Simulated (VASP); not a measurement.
Input of a VASP 6.6.1 run:

POSCAR

```
Be2I
1.0
    3.5181134300     -1.9014533600      0.0000000000
    3.5181134300      1.9014533600      0.0000000000
   -0.1274235500      0.0000000000      4.5967011300
Be I
2 1
Direct
    0.0219400000      0.7634390000      0.8429610000
    0.2296360000      0.9852810000      0.1552830000
    0.7488310000      0.2540240000      0.4997490000
```

Contents of INCAR.step1:

```
PREC = Accurate
ENCUT = 520
ISMEAR = 0
SIGMA = 0.1
LREAL = F
LASPH = T
NELM = 80
NBANDS = 12
GGA = PE
ALGO = Normal
EDIFF = 1E-4
LWAVE = T
LCHARG = F
```

File INCAR.step2:

```
PREC = Accurate
ENCUT = 520
EDIFF = 1E-7
ISMEAR = 0
SIGMA = 0.1
LREAL = F
LASPH = T
NELM = 80
ALGO = Normal
ISIF = 2
LWAVE = F
LCHARG = T
METAGGA = R2SCAN
LMIXTAU = T
LELF = T
LVHAR = T
NBANDS = 12
ISTART = 1
```

The input KPOINTS:

```
Automatic mesh
0
Gamma
  6 6 4
```

Potentials or basis: VASP PAW PBE potentials, release 64 (Be, I).

Command:

```sh
$ cat potpaw_PBE.64/Be/POTCAR potpaw_PBE.64/I/POTCAR > POTCAR
$ cp INCAR.step1 INCAR
$ mpirun -np 1 vasp_std > vasp.out
$ cp INCAR.step2 INCAR
$ mpirun -np 1 vasp_std > vasp.out
```

(1) Predict the pressure.

(2) Estimate the largest force.

(3) Predict the band gap on the k mesh.

Results:

(1) 4.4 GPa.

(2) 1.456 eV/Å.

(3) zero (an odd number of electrons rules out a gap without spin polarisation).

Caveat: the stress differs along the axes, from -3 to 11 GPa; the PAW data sets were made with another functional, which shifts forces and pressure a little; spin-orbit coupling is left out, which moves the levels of the heavy elements.
